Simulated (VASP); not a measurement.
Wanted: the native input for a VASP 6.6.1 run.

```yaml
Task: single point
Functional: PBE
Potentials_or_basis: VASP PAW PBE potentials, release 64 (Hf_pv, H)
Cutoff: 520 eV
k_mesh: 5 × 5 × 5
Occupations: gaussian, width 0.2 eV
Spin: no spin polarisation
Dipole_correction: no
Further_INCAR_settings: ALGO = Normal; EDIFF = 1e-07; NBANDS = 22
```

The structure of Hf2H5 lies in POSCAR:

```
Hf2H5
1.0
    1.6399386537      0.9468190232      6.1402133908
   -1.6399386537      0.9468190232      6.1402133908
    0.0000000000     -1.8936380463      6.1402133908
Hf H
2 5
Direct
    1.0117830130      1.0117830130      1.0117830130
    0.5023761014      0.5023761014      0.5023761014
    0.2942814118      0.2942814118      0.2942814118
    0.6577662697      0.6577662697      0.6577662697
    0.1301399274      0.1301399274      0.1301399274
    0.8814406086      0.8814406086      0.8814406086
    0.3972136680      0.3972136680      0.3972136680
```

The cell was generated, and may not be a known phase.

One way to write it, as run:

INCAR

```
SYSTEM = Hf2H5
PREC     = Accurate       ! precision mode
ENCUT    = 520            ! plane-wave cutoff, eV
EDIFF    = 1E-7           ! SCF threshold, eV
ISMEAR   = 0              ! smearing method
SIGMA    = 0.2            ! smearing width, eV
LREAL    = .False.        ! projectors in reciprocal space
LASPH    = .True.         ! aspherical terms in the spheres
NELM     = 80             ! most SCF steps
ALGO     = Normal         ! electronic algorithm
ISIF     = 2              ! what is computed and relaxed
LWAVE    = .False.        ! write WAVECAR
LCHARG   = .False.        ! write CHGCAR
GGA      = PE             ! functional
NBANDS   = 22             ! bands
```

KPOINTS

```
Automatic mesh
0
Gamma
  5 5 5
  0 0 0
```

Potentials or basis: VASP PAW PBE potentials, release 64 (Hf_pv, H).

Launch:

```sh
$ cat potpaw_PBE.64/Hf_pv/POTCAR potpaw_PBE.64/H/POTCAR > POTCAR
$ mpirun -np 1 vasp_std > vasp.out
```

It gave:

The pressure is -1.1 GPa, the largest force is 0.041 eV/Å and the band gap on the k mesh is zero (an odd number of electrons rules out a gap without spin polarisation).

Caveat: the k points lie up to 0.45 Å⁻¹ apart, too coarse for converged energies and pressures of a metal; spin-orbit coupling is left out, which moves the levels of the heavy elements; an odd number of electrons without spin polarisation forces a metal; a magnetic or distorted state may lie lower.

It took 36 s on 1 thread of AMD EPYC 9R45 96-Core Processor (Zen 5) (shared host), peak memory 0.29 GiB.
